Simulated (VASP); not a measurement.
# CdSe (Imm2) in VASP: a series of runs

CdSe is run at these levels: PBE; tasks: single point.

All numbers are computed with VASP 6.6.1; they aren't measurements. Logs are shortened: lines on timing, memory, paths and dates and some standing lists are left out, and cuts for length are marked.

### Step 1. The cell of the first run

Symmetry: Imm2, No. 44, orthorhombic system. Conventional cell: a = 4.342 Å, b = 4.342 Å, c = 6.141 Å, α = 90.00°, β = 90.00°, γ = 90.00°. Cd (site symmetry mm2) has 4 Se at 2.63 to 2.69 Å within 3.5 Å. Within 3.5 Å of Se (site symmetry mm2) lie 4 Cd at 2.63 to 2.69 Å.

### Step 2. Single point, PBE

INCAR reads:

```
SYSTEM = CdSe
PREC = Accurate
ENCUT = 520
EDIFF = 1E-7
ISMEAR = 0
SIGMA = 0.01
LREAL = .FALSE.
LASPH = .TRUE.
NELM = 60
ALGO = Normal
ISIF = 2
LWAVE = .FALSE.
LCHARG = .FALSE.
GGA = PE
NBANDS = 16
```

KPOINTS reads:

```
Automatic mesh
0
G
  6 6 6
  0 0 0
```

POSCAR reads:

```
CdSe
1.0
    0.0000000000      3.0702700000      3.0702700000
    3.0702700000      0.0000000000      3.0702700000
    3.0702700000      3.0702700000      0.0000000000
Cd Se
1 1
Direct
    0.0000000000      0.0000000000      0.0000000000
    0.7418573936      0.7581426064      0.7418573936
```

Potentials or basis: VASP PAW PBE potentials, release 64 (Cd, Se).

The run is started by

```console
$ cat potpaw_PBE.64/Cd/POTCAR potpaw_PBE.64/Se/POTCAR > POTCAR
$ mpirun -np 1 vasp_std > vasp.out
```

OUTCAR:

```text
SYSTEM = CdSe
   PREC = Accurate
   ENCUT = 520
   EDIFF = 1E-7
   ISMEAR = 0
   LREAL = .FALSE.
   LASPH = .TRUE.
   NELM = 60
   ISIF = 2
   GGA = PE

 ion  position               nearest neighbor table
   1  0.000  0.000  0.000-   2 2.63   2 2.63   2 2.69   2 2.69
   2  0.742  0.758  0.742-   1 2.63   1 2.63   1 2.69   1 2.69

  LATTYP: Found a face centered cubic cell.
 ALAT       =     6.1405400000

  Lattice vectors:

 A1 = (   0.0000000000,   3.0702700000,   3.0702700000)
 A2 = (   3.0702700000,   0.0000000000,   3.0702700000)
 A3 = (   3.0702700000,   3.0702700000,   0.0000000000)

Analysis of symmetry for initial positions (statically):
=====================================================================
 Subroutine PRICEL returns:
 Original cell was already a primitive cell.

 Routine SETGRP: Setting up the symmetry group for a
 face centered cubic supercell.

 Subroutine GETGRP returns: Found  4 space group operations
 (whereof  4 operations were pure point group operations)
 out of a pool of 48 trial point group operations.

The static configuration has the point symmetry C_2v.

Analysis of symmetry for dynamics (positions and initial velocities):
=====================================================================
 Subroutine PRICEL returns:
 Original cell was already a primitive cell.

 Routine SETGRP: Setting up the symmetry group for a
 face centered cubic supercell.

 Subroutine GETGRP returns: Found  4 space group operations
 (whereof  4 operations were pure point group operations)
 out of a pool of 48 trial point group operations.

The dynamic configuration has the point symmetry C_2v.

 Subroutine INISYM returns: Found  4 space group operations
 (whereof  4 operations are pure point group operations),
 and found     1 'primitive' translations

----------------------------------------------------------------------------------------

                                     Primitive cell

  volume of cell :      57.8842

  direct lattice vectors                    reciprocal lattice vectors
     0.000000000  3.070270000  3.070270000    -0.162852127  0.162852127  0.162852127
     3.070270000  0.000000000  3.070270000     0.162852127 -0.162852127  0.162852127
     3.070270000  3.070270000  0.000000000     0.162852127  0.162852127 -0.162852127
[... 74 lines left out ...]
 SYSTEM =  CdSe
   PREC   = accura    normal or accurate (medium, high low for compatibility)
   ISTART =      0    job   : 0-new  1-cont  2-samecut
   ICHARG =      2    charge: 1-file 2-atom 10-const
   ISPIN  =      1    spin polarized calculation?
   LNONCOLLINEAR =      F non collinear calculations
   LSORBIT =      F    spin-orbit coupling
   LASPH  =      T    aspherical Exc in radial PAW
   ENCUT  =  520.0 eV  38.22 Ry    6.18 a.u.   8.07  8.07  8.07*2*pi/ulx,y,z
   NELM   =     60;   NELMIN=  2; NELMDL= -5     # of ELM steps
   EDIFF  = 0.1E-06   stopping-criterion for ELM
   LREAL  =      F    real-space projection
   EDIFFG = 0.1E-05   stopping-criterion for IOM
   NSW    =      0    number of steps for IOM
   IBRION =     -1    ionic relax: 0-MD 1-quasi-New 2-CG
   NFREE  =      0    steps in history (QN), initial steepest desc. (CG)
   ISIF   =      2    stress and relaxation
   ISYM   =      2    0-nonsym 1-usesym 2-fastsym
   POTIM  = 0.5000    time-step for ionic-motion
   TEBEG  =    0.0;   TEEND  =   0.0 temperature during run
   PSTRESS=    0.0 pullay stress
   NELECT =      18.0000    total number of electrons
   NUPDOWN=      -1.0000    fix difference up-down
   EMIN   =  10.00;   EMAX   =-10.00  energy-range for DOS
   EFERMI =   0.00;   METHOD = LEGACY
   ISMEAR =     0;   SIGMA  =   0.01  broadening in eV -4-tet -1-fermi 0-gaus
   EFERMI_NEDOS =   21; number of points for ismear=-14 and -15
   IALGO  =     38    algorithm
   IMIX   =      4    mixing-type and parameters
     AMIX     =   0.40;   BMIX     =  1.00
     AMIX_MAG =   1.60;   BMIX_MAG =  1.00
  volume/ion in A,a.u.               =      28.94       195.31
  Fermi-wavevector in a.u.,A,eV,Ry     =   1.109121  2.095936 16.737212  1.230150
  Thomas-Fermi vector in A             =   2.245657
   LORBIT       =      0    0 simple, 1 ext, 2 COOP (PROOUT), +10 PAW based schemes
   GGA     = PE    functional components
   LHFCALC =     F    Hartree Fock is set to
   AEXX    =    0.0000 exact exchange contribution
   IVDW    =     0    specifies the selected vdW correction
   LEPSILON=     F    determine dielectric tensor
   LRPA    =     F    only Hartree local field effects (RPA)
 non-spin polarized calculation
 Gauss-broadening in eV      SIGMA  =   0.01
  energy-cutoff  :      520.00
  volume of cell :       57.88
 maximum number of plane-waves:      1588
   NGX = 17   NGY = 17   NGZ = 17

 number of electron      18.0000008 magnetization

 Free energy of the ion-electron system (eV)
  ---------------------------------------------------
  ext. energy  EPLUGINS =         0.00000000
  ---------------------------------------------------
  free energy    TOTEN  =        -5.48077657 eV

  energy without entropy =       -5.48077657  energy(sigma->0) =       -5.48077657

 E-fermi :   0.8443     XC(G=0):  -8.7545

 val. band max:        0.7484015767   @ k =   0.0000   0.0000   0.0000
 cond. band min:       1.2731280715   @ k =   0.0000   0.0000   0.0000
 fundamental gap:      0.5247264949
 Fermi energy:         0.8442983057

 k-point     1 :       0.0000    0.0000    0.0000
  band No.  band energies     occupation
      1     -11.7169      2.00000
      2      -7.1525      2.00000
      3      -7.1253      2.00000
      4      -7.0998      2.00000
      5      -6.7821      2.00000
      6      -6.7813      2.00000
[... 433 lines left out ...]
      3      -7.0598      2.00000
      4      -6.8929      2.00000
      5      -6.7940      2.00000
      6      -6.7493      2.00000
[... 8 lines left out ...]
     15      11.3358      0.00000
     16      12.6462      0.00000

 [... further k-points ...]
[... 5 lines left out ...]
  --------------------------------------------------------------------------------------
  -------------------------------------------------------------------------------------
  Total        0.5930121      0.5729418      0.5930121     -0.0000000      0.0000000     -0.3028281
  in kB       16.4140011     15.8584748     16.4140011     -0.0000000      0.0000000     -8.3819892
  external PRESSURE =      16.2288257 kB  Pullay stress =       0.0000000 kB

 VOLUME and BASIS-vectors are now :
 -----------------------------------------------------------------------------
  energy-cutoff  :      520.00
  volume of cell :       57.88
      direct lattice vectors                 reciprocal lattice vectors
     0.000000000  3.070270000  3.070270000    -0.162852127  0.162852127  0.162852127
     3.070270000  0.000000000  3.070270000     0.162852127 -0.162852127  0.162852127
     3.070270000  3.070270000  0.000000000     0.162852127  0.162852127 -0.162852127

 POSITION                                       TOTAL-FORCE (eV/Angst)
 -----------------------------------------------------------------------------------
      0.00000      0.00000      0.00000         0.000000     -0.230692      0.000000
      4.60540      4.55540      4.60540         0.000000      0.230692      0.000000
 -----------------------------------------------------------------------------------
    total drift:                                0.000001     -0.000015      0.000001

  FREE ENERGIE OF THE ION-ELECTRON SYSTEM (eV)
  ---------------------------------------------------
  free  energy   TOTEN  =        -5.4807765731 eV

  energy  without entropy=       -5.4807765731  energy(sigma->0) =       -5.48077657
```

stdout:

```text
POSCAR found type information on POSCAR CdSe
 POSCAR found :  2 types and       2 ions
 scaLAPACK will be used
 LDA part: xc-table for (Slater+PW92), standard interpolation
 POSCAR, INCAR and KPOINTS ok, starting setup
 FFT: planning ... GRIDC
 FFT: planning ... GRID_SOFT
 FFT: planning ... GRID
 WAVECAR not read
 entering main loop
```

It took 22 s on 1 thread of Intel Xeon Platinum 8488C (Sapphire Rapids), shared host; peak memory 0.2 GiB.

Results:

| Property | Result |
| --- | --- |
| Free energy | -5.4808 eV |
| Pressure | 1.6 GPa |
| Largest force | 0.231 eV/Å |
| Band gap on the k mesh | 0.52 eV, direct |

Forces on the atoms (eV/Å):
```
Cd   0.000 -0.231  0.000
Se   0.000  0.231  0.000
```

### Step 3. Single point, PBE

INCAR reads:

```
PREC     = Accurate       # precision mode
ENCUT    = 520            # plane-wave cutoff, eV
EDIFF    = 1E-6           # SCF threshold, eV
ISMEAR   = 0              # smearing method
SIGMA    = 0.01           # smearing width, eV
LREAL    = F              # projectors in reciprocal space
LASPH    = T              # aspherical terms in the spheres
NELM     = 60             # most SCF steps
ALGO     = Normal         # electronic algorithm
ISIF     = 2              # what is computed and relaxed
LWAVE    = F              # write WAVECAR
LCHARG   = F              # write CHGCAR
GGA      = PE             # functional
NBANDS   = 16             # bands
```

KPOINTS reads:

```
regular mesh
0
Gamma
  6 6 6
```

POSCAR: that of step 2 with these lines changed.

```diff
@@ -9,2 +9,2 @@
     0.0000000000      0.0000000000      0.0000000000
-    0.7418573936      0.7581426064      0.7418573936
+    0.7459286968      0.7540713032      0.7459286968
```

Potentials or basis: VASP PAW PBE potentials, release 64 (Cd, Se).

The run is started by

```console
$ cat potpaw_PBE.64/Cd/POTCAR potpaw_PBE.64/Se/POTCAR > POTCAR
$ mpirun -np 1 vasp_std > vasp.out
```

OUTCAR:

```text
PREC = Accurate
   ENCUT = 520
   EDIFF = 1E-6
   ISMEAR = 0
   LREAL = F
   LASPH = T
   NELM = 60
   ISIF = 2
   GGA = PE

 ion  position               nearest neighbor table
   1  0.000  0.000  0.000-   2 2.64   2 2.64   2 2.67   2 2.67
   2  0.746  0.754  0.746-   1 2.64   1 2.64   1 2.67   1 2.67

  LATTYP: Found a face centered cubic cell.
 ALAT       =     6.1405400000

  Lattice vectors:

 A1 = (   0.0000000000,   3.0702700000,   3.0702700000)
 A2 = (   3.0702700000,   0.0000000000,   3.0702700000)
 A3 = (   3.0702700000,   3.0702700000,   0.0000000000)

Analysis of symmetry for initial positions (statically):
=====================================================================
 Subroutine PRICEL returns:
 Original cell was already a primitive cell.

 Routine SETGRP: Setting up the symmetry group for a
 face centered cubic supercell.

 Subroutine GETGRP returns: Found  4 space group operations
 (whereof  4 operations were pure point group operations)
 out of a pool of 48 trial point group operations.

[... 155 lines left out ...]
  ---------------------------------------------------
  ext. energy  EPLUGINS =         0.00000000
  ---------------------------------------------------
  free energy    TOTEN  =        -5.48510249 eV

  energy without entropy =       -5.48510249  energy(sigma->0) =       -5.48510249

 E-fermi :   0.8431     XC(G=0):  -8.7551

 val. band max:        0.7359511018   @ k =   0.0000   0.0000   0.0000
 cond. band min:       1.2704807514   @ k =   0.0000   0.0000   0.0000
 fundamental gap:      0.5345296496
 Fermi energy:         0.8430747344

 k-point     1 :       0.0000    0.0000    0.0000
  band No.  band energies     occupation
      1     -11.7151      2.00000
      2      -7.1374      2.00000
      3      -7.1240      2.00000
      4      -7.1110      2.00000
      5      -6.7801      2.00000
      6      -6.7799      2.00000
[... 433 lines left out ...]
      3      -7.0530      2.00000
      4      -6.8988      2.00000
      5      -6.7924      2.00000
      6      -6.7522      2.00000
[... 8 lines left out ...]
     15      11.3162      0.00000
     16      12.6360      0.00000

 [... further k-points ...]
[... 5 lines left out ...]
  --------------------------------------------------------------------------------------
  -------------------------------------------------------------------------------------
  Total        0.5770010      0.5720245      0.5770010      0.0000000      0.0000000     -0.1513900
  in kB       15.9708295     15.8330832     15.9708295      0.0000000      0.0000000     -4.1903287
  external PRESSURE =      15.9249141 kB  Pullay stress =       0.0000000 kB

 VOLUME and BASIS-vectors are now :
 -----------------------------------------------------------------------------
  energy-cutoff  :      520.00
  volume of cell :       57.88
      direct lattice vectors                 reciprocal lattice vectors
     0.000000000  3.070270000  3.070270000    -0.162852127  0.162852127  0.162852127
     3.070270000  0.000000000  3.070270000     0.162852127 -0.162852127  0.162852127
     3.070270000  3.070270000  0.000000000     0.162852127  0.162852127 -0.162852127

 POSITION                                       TOTAL-FORCE (eV/Angst)
 -----------------------------------------------------------------------------------
      0.00000      0.00000      0.00000         0.000000     -0.115457      0.000000
      4.60540      4.58040      4.60540         0.000000      0.115457      0.000000
 -----------------------------------------------------------------------------------
    total drift:                                0.000001      0.000015      0.000001

  FREE ENERGIE OF THE ION-ELECTRON SYSTEM (eV)
  ---------------------------------------------------
  free  energy   TOTEN  =        -5.4851024941 eV

  energy  without entropy=       -5.4851024941  energy(sigma->0) =       -5.48510249
```

OSZICAR:

```text
N       E                     dE             d eps       ncg     rms          rms(c)
DAV:   1     0.107016557984E+03    0.10702E+03   -0.87379E+03  1496   0.100E+03
DAV:   2    -0.181434174308E+01   -0.10883E+03   -0.10301E+03  1784   0.247E+02
DAV:   3    -0.584951556848E+01   -0.40352E+01   -0.40281E+01  1800   0.497E+01
DAV:   4    -0.586646440619E+01   -0.16949E-01   -0.16948E-01  1816   0.317E+00
DAV:   5    -0.586657798077E+01   -0.11357E-03   -0.11357E-03  1840   0.226E-01    0.587E+00
DAV:   6    -0.550551997974E+01    0.36106E+00   -0.54693E-01  2120   0.868E+00    0.469E+00
DAV:   7    -0.548382038755E+01    0.21700E-01   -0.14130E-01  1728   0.249E+00    0.204E+00
DAV:   8    -0.548477647309E+01   -0.95609E-03   -0.13114E-02  1640   0.137E+00    0.248E-01
DAV:   9    -0.548498208285E+01   -0.20561E-03   -0.13930E-03  1760   0.471E-01    0.469E-02
DAV:  10    -0.548505164777E+01   -0.69565E-04   -0.15272E-04  1888   0.152E-01    0.437E-02
DAV:  11    -0.548510272614E+01   -0.51078E-04   -0.83852E-05  1672   0.574E-02    0.167E-02
DAV:  12    -0.548510249414E+01    0.23201E-06   -0.17562E-06  1632   0.156E-02
   1 F= -.54851025E+01 E0= -.54851025E+01  d E =-.379863E-54
```

Wall time 20 s (1 thread of Intel Xeon Platinum 8488C (Sapphire Rapids), shared host); peak memory 0.19 GiB.

Results:

- Free energy: -5.4851 eV
- Pressure: 1.6 GPa
- Largest force: 0.115 eV/Å
- Band gap on the k mesh: 0.53 eV, direct

Forces in eV/Å, atoms in the order of the input:
```
Cd   0.000 -0.115  0.000
Se   0.000  0.115  0.000
```

PBE gaps usually lie below the measured ones, often by a third to a half.

(Continued in part 2 of 2.)
